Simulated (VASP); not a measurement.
# SiC (P6_3mc) in VASP: a series of runs

SiC is run at these levels: BLYP, r2SCAN, PBEsol; tasks: single point.

Everything below comes from runs of VASP 6.6.1. Logs are shortened: lines on timing, memory, paths and dates and some standing lists are left out, and cuts for length are marked.

## Step 1: The cell of the first run

Symmetry: P6_3mc, No. 186, hexagonal system. Conventional cell: a = 3.076 Å, b = 3.076 Å, c = 5.048 Å, α = 90.00°, β = 90.00°, γ = 120.00°. Si (site symmetry 3m) has 4 C at 1.87 to 1.94 Å within 2.5 Å. Within 2.5 Å of C (site symmetry 3m) lie 4 Si at 1.87 to 1.94 Å.

## Step 2: Single point, BLYP

INCAR reads:

```
PREC     = Accurate       # precision mode
ENCUT    = 520            # plane-wave cutoff, eV
EDIFF    = 1E-6           # SCF threshold, eV
ISMEAR   = -1             # smearing method
SIGMA    = 0.05           # smearing width, eV
LREAL    = False          # projectors in reciprocal space
LASPH    = True           # aspherical terms in the spheres
NELM     = 60             # most SCF steps
ALGO     = Normal         # electronic algorithm
ISIF     = 2              # what is computed and relaxed
LWAVE    = False          # write WAVECAR
LCHARG   = False          # write CHGCAR
GGA      = B5             # functional
ALDAX    = 1.0          
AGGAX    = 1.0          
AGGAC    = 1.0          
ALDAC    = 0.0          
NBANDS   = 16             # bands
```

KPOINTS reads:

```
Automatic mesh
0
Gamma
  6 6 3
```

POSCAR reads:

```
SiC
1.0
    3.0760000000      0.0000000000      0.0000000000
   -1.5380000000      2.6638941420      0.0000000000
    0.0000000000      0.0000000000      5.0480000000
Si C
2 2
Direct
    0.6666666667      0.3333333333      0.5000000000
    0.3333333333      0.6666666667      0.0000000000
    0.6666666667      0.3333333333      0.8850000000
    0.3333333333      0.6666666667      0.3850000000
```

Potentials or basis: VASP PAW PBE potentials, release 64 (Si, C).

Started as:

```console
cat potpaw_PBE.64/Si/POTCAR potpaw_PBE.64/C/POTCAR > POTCAR
mpirun -np 1 vasp_std > vasp.out
```

OUTCAR:

```text
PREC = Accurate
   ENCUT = 520
   EDIFF = 1E-6
   ISMEAR = -1
   LREAL = False
   LASPH = True
   NELM = 60
   ISIF = 2
   GGA = B5

 ion  position               nearest neighbor table
   1  0.667  0.333  0.500-   4 1.87   4 1.87   4 1.87   3 1.94   2 3.09   2 3.09   2 3.09   2 3.09
                             2 3.09   2 3.09
   2  0.333  0.667  0.000-   3 1.87   3 1.87   3 1.87   4 1.94   1 3.09   1 3.09   1 3.09   1 3.09
                             1 3.09   1 3.09
   3  0.667  0.333  0.885-   2 1.87   2 1.87   2 1.87   1 1.94
   4  0.333  0.667  0.385-   1 1.87   1 1.87   1 1.87   2 1.94

  LATTYP: Found a hexagonal cell.
 ALAT       =     3.0760000000
 C/A-ratio  =     1.6410923277

  Lattice vectors:

 A1 = (   3.0760000000,   0.0000000000,   0.0000000000)
 A2 = (  -1.5380000000,   2.6638941420,   0.0000000000)
 A3 = (   0.0000000000,   0.0000000000,   5.0480000000)

Analysis of symmetry for initial positions (statically):
=====================================================================
 Subroutine PRICEL returns:
 Original cell was already a primitive cell.

 Routine SETGRP: Setting up the symmetry group for a
 hexagonal supercell.

 Subroutine GETGRP returns: Found 12 space group operations
 (whereof  6 operations were pure point group operations)
 out of a pool of 24 trial point group operations.

The static configuration has the point symmetry C_3v.
 The point group associated with its full space group is C_6v.

Analysis of symmetry for dynamics (positions and initial velocities):
=====================================================================
 Subroutine PRICEL returns:
 Original cell was already a primitive cell.

 Routine SETGRP: Setting up the symmetry group for a
 hexagonal supercell.

 Subroutine GETGRP returns: Found 12 space group operations
 (whereof  6 operations were pure point group operations)
 out of a pool of 24 trial point group operations.

The dynamic configuration has the point symmetry C_3v.
 The point group associated with its full space group is C_6v.

 Subroutine INISYM returns: Found 12 space group operations
 (whereof  6 operations are pure point group operations),
 and found     1 'primitive' translations

----------------------------------------------------------------------------------------

                                     Primitive cell

  volume of cell :      41.3640

  direct lattice vectors                    reciprocal lattice vectors
     3.076000000  0.000000000  0.000000000     0.325097529  0.187695146  0.000000000
    -1.538000000  2.663894142  0.000000000     0.000000000  0.375390292  0.000000000
     0.000000000  0.000000000  5.048000000     0.000000000  0.000000000  0.198098257

  length of vectors
     3.076000000  3.076000000  5.048000000     0.375390292  0.375390292  0.198098257

  position of ions in fractional coordinates (direct lattice)
     0.666666667  0.333333333  0.500000000
     0.333333333  0.666666667  0.000000000
     0.666666667  0.333333333  0.885000000
     0.333333333  0.666666667  0.385000000

  ion indices of the primitive-cell ions
   primitive index   ion index
                 1           1
                 2           2
                 3           3
                 4           4

----------------------------------------------------------------------------------------

 KPOINTS: Automatic mesh

Automatic generation of k-mesh.
 Grid dimensions read from file:
 generate k-points for:    6    6    3

 Generating k-lattice:

  Cartesian coordinates                     Fractional coordinates (reciprocal lattice)
     0.054182922  0.031282524  0.000000000     0.166666667  0.000000000  0.000000000
     0.000000000  0.062565049  0.000000000     0.000000000  0.166666667  0.000000000
     0.000000000  0.000000000  0.066032752     0.000000000  0.000000000  0.333333333

  Length of vectors
     0.062565049  0.062565049  0.066032752

  Shift w.r.t. Gamma in fractional coordinates (k-lattice)
     0.000000000  0.000000000  0.000000000

 Subroutine IBZKPT returns following result:
 ===========================================

 Found     14 irreducible k-points:

 Following reciprocal coordinates:
            Coordinates               Weight
  0.000000  0.000000  0.000000      1.000000
  0.166667 -0.000000  0.000000      6.000000
  0.333333  0.000000  0.000000      6.000000
  0.500000 -0.000000  0.000000      3.000000
  0.166667  0.166667  0.000000      6.000000
  0.333333  0.166667  0.000000     12.000000
  0.333333  0.333333  0.000000      2.000000
  0.000000  0.000000  0.333333      2.000000
  0.166667 -0.000000  0.333333     12.000000
  0.333333  0.000000  0.333333     12.000000
  0.500000 -0.000000  0.333333      6.000000
  0.166667  0.166667  0.333333     12.000000
  0.333333  0.166667  0.333333     24.000000
  0.333333  0.333333  0.333333      4.000000
   k-points           NKPTS =     14   k-points in BZ     NKDIM =     14   number of bands    NBANDS=     16
   number of dos      NEDOS =    301   number of ions     NIONS =      4
   total plane-waves  NPLWV =  23040
   dimension x,y,z NGX =    24 NGY =   24 NGZ =   40
   dimension x,y,z NGXF=    48 NGYF=   48 NGZF=   80
   ions per type =               2   2
   NGX,Y,Z   is equivalent  to a cutoff of  12.97, 12.97, 13.17 a.u.
   NGXF,Y,Z  is equivalent  to a cutoff of  25.94, 25.94, 26.35 a.u.
 SYSTEM =  unknown system
   PREC   = accura    normal or accurate (medium, high low for compatibility)
   ISTART =      0    job   : 0-new  1-cont  2-samecut
   ICHARG =      2    charge: 1-file 2-atom 10-const
   ISPIN  =      1    spin polarized calculation?
   LNONCOLLINEAR =      F non collinear calculations
   LSORBIT =      F    spin-orbit coupling
   LASPH  =      T    aspherical Exc in radial PAW
   ENCUT  =  520.0 eV  38.22 Ry    6.18 a.u.   5.72  5.72  9.39*2*pi/ulx,y,z
   NELM   =     60;   NELMIN=  2; NELMDL= -5     # of ELM steps
   EDIFF  = 0.1E-05   stopping-criterion for ELM
   LREAL  =      F    real-space projection
   EDIFFG = 0.1E-04   stopping-criterion for IOM
   NSW    =      0    number of steps for IOM
   IBRION =     -1    ionic relax: 0-MD 1-quasi-New 2-CG
   NFREE  =      0    steps in history (QN), initial steepest desc. (CG)
   ISIF   =      2    stress and relaxation
   ISYM   =      2    0-nonsym 1-usesym 2-fastsym
   POTIM  = 0.5000    time-step for ionic-motion
   TEBEG  =    0.0;   TEEND  =   0.0 temperature during run
   PSTRESS=    0.0 pullay stress
   NELECT =      16.0000    total number of electrons
   NUPDOWN=      -1.0000    fix difference up-down
   EMIN   =  10.00;   EMAX   =-10.00  energy-range for DOS
   EFERMI =   0.00;   METHOD = LEGACY
   ISMEAR =    -1;   SIGMA  =   0.05  broadening in eV -4-tet -1-fermi 0-gaus
   EFERMI_NEDOS =   21; number of points for ismear=-14 and -15
   IALGO  =     38    algorithm
   IMIX   =      4    mixing-type and parameters
     AMIX     =   0.40;   BMIX     =  1.00
     AMIX_MAG =   1.60;   BMIX_MAG =  1.00
  volume/ion in A,a.u.               =      10.34        69.78
  Fermi-wavevector in a.u.,A,eV,Ry     =   1.192817  2.254098 19.358549  1.422813
  Thomas-Fermi vector in A             =   2.328847
   LORBIT       =      0    0 simple, 1 ext, 2 COOP (PROOUT), +10 PAW based schemes
   GGA     = B5    functional components
   LHFCALC =     F    Hartree Fock is set to
   AEXX    =    0.0000 exact exchange contribution
   IVDW    =     0    specifies the selected vdW correction
   LEPSILON=     F    determine dielectric tensor
   LRPA    =     F    only Hartree local field effects (RPA)
 non-spin polarized calculation
  energy-cutoff  :      520.00
  volume of cell :       41.36
 maximum number of plane-waves:      1132
 NGX is ok and might be reduce to    24
   NGX = 11   NGY = 11   NGZ = 19

 number of electron      16.0000000 magnetization

 Free energy of the ion-electron system (eV)
  ---------------------------------------------------
  ext. energy  EPLUGINS =         0.00000000
  ---------------------------------------------------
  free energy    TOTEN  =       -27.21747386 eV

  energy without entropy =      -27.21747386  energy(sigma->0) =      -27.21747386

 E-fermi :   9.8361     XC(G=0): -10.6437

 val. band max:        8.8319933828   @ k =   0.0000   0.0000   0.0000
 cond. band min:      11.5015164913   @ k =   0.3333   0.3333   0.0000
 fundamental gap:      2.6695231086
 Fermi energy:         9.8361075973

 k-point     1 :       0.0000    0.0000    0.0000
  band No.  band energies     occupation
      1      -6.7647      2.00000
      2      -3.3219      2.00000
      3       0.2997      2.00000
      4       7.2796      2.00000
      5       7.2796      2.00000
      6       8.5460      2.00000
[... 8 lines left out ...]
     15      17.6311      0.00000
     16      20.3357      0.00000

 k-point     2 :       0.1667   -0.0000    0.0000
  band No.  band energies     occupation
      1      -6.2891      2.00000
      2      -2.9183      2.00000
      3       0.7272      2.00000
      4       5.1808      2.00000
      5       6.6199      2.00000
      6       7.0117      2.00000
[... 8 lines left out ...]
     15      18.4073      0.00000
     16      18.6789      0.00000

 k-point     3 :       0.3333    0.0000    0.0000
  band No.  band energies     occupation
      1      -4.9312      2.00000
      2      -1.9454      2.00000
      3       1.3903      2.00000
      4       2.6376      2.00000
      5       4.2492      2.00000
      6       5.6980      2.00000
[... 8 lines left out ...]
     15      19.6456      0.00000
     16      20.6870      0.00000
[... 172 lines left out ...]
 k-point    13 :       0.3333    0.1667    0.3333
  band No.  band energies     occupation
      1      -3.2859      2.00000
      2      -2.2186      2.00000
      3       0.8965      2.00000
      4       1.8980      2.00000
      5       4.0984      2.00000
      6       5.2167      2.00000
[... 8 lines left out ...]
     15      20.3825      0.00000
     16      20.7054      0.00000

 k-point    14 :       0.3333    0.3333    0.3333
  band No.  band energies     occupation
      1      -2.1034      2.00000
      2      -2.1034      2.00000
      3       1.2539      2.00000
      4       1.2539      2.00000
      5       2.5543      2.00000
      6       3.8321      2.00000
[... 8 lines left out ...]
     15      20.5803      0.00000
     16      21.2210      0.00000

------------------------ aborting loop because EDIFF is reached ----------------------------------------

  FORCE on cell =-STRESS in cart. coord.  units (eV):
  Direction    XX          YY          ZZ          XY          YZ          ZX
  --------------------------------------------------------------------------------------
  -------------------------------------------------------------------------------------
  Total        2.6178086      2.6178086      1.6151123      0.0000000     -0.0000000      0.0000000
  in kB      101.3971712    101.3971712     62.5591250      0.0000000     -0.0000000      0.0000000
  external PRESSURE =      88.4511558 kB  Pullay stress =       0.0000000 kB

 VOLUME and BASIS-vectors are now :
 -----------------------------------------------------------------------------
  energy-cutoff  :      520.00
  volume of cell :       41.36
      direct lattice vectors                 reciprocal lattice vectors
     3.076000000  0.000000000  0.000000000     0.325097529  0.187695146  0.000000000
    -1.538000000  2.663894142  0.000000000     0.000000000  0.375390292  0.000000000
     0.000000000  0.000000000  5.048000000     0.000000000  0.000000000  0.198098257

 POSITION                                       TOTAL-FORCE (eV/Angst)
 -----------------------------------------------------------------------------------
      1.53800      0.88796      2.52400        -0.000000      0.000000      0.760452
     -0.00000      1.77593      0.00000         0.000000      0.000000      0.760452
      1.53800      0.88796      4.46748        -0.000000      0.000000     -0.760452
     -0.00000      1.77593      1.94348         0.000000      0.000000     -0.760452
 -----------------------------------------------------------------------------------
    total drift:                                0.000000      0.000000     -0.000192

  FREE ENERGIE OF THE ION-ELECTRON SYSTEM (eV)
  ---------------------------------------------------
  free  energy   TOTEN  =       -27.2174738631 eV

  energy  without entropy=      -27.2174738631  energy(sigma->0) =      -27.21747386
```

Wall time 14 s (1 thread of Intel Xeon 8259CL, shared host); peak memory 0.15 GiB.

Results:

```
Free energy            : -27.2175 eV
Pressure               : 8.8 GPa
Largest force          : 0.760 eV/Å
Band gap on the k mesh : 2.67 eV (least direct gap 4.34 eV)
```

Forces in eV/Å, atoms in the order of the input:
```
Si   0.000  0.000  0.760
Si   0.000  0.000  0.760
C    0.000  0.000 -0.760
C    0.000  0.000 -0.760
```

Stress tensor (GPa, compression positive):
```
10.14  0.00  0.00
 0.00 10.14  0.00
 0.00  0.00  6.26
```

Caveat: the cell stands under pressure; the PAW data sets were made with another functional, which shifts forces and pressure a little; an odd mesh through Γ misses points on the zone boundary, where band edges can lie.

[end of part 1 of 2]
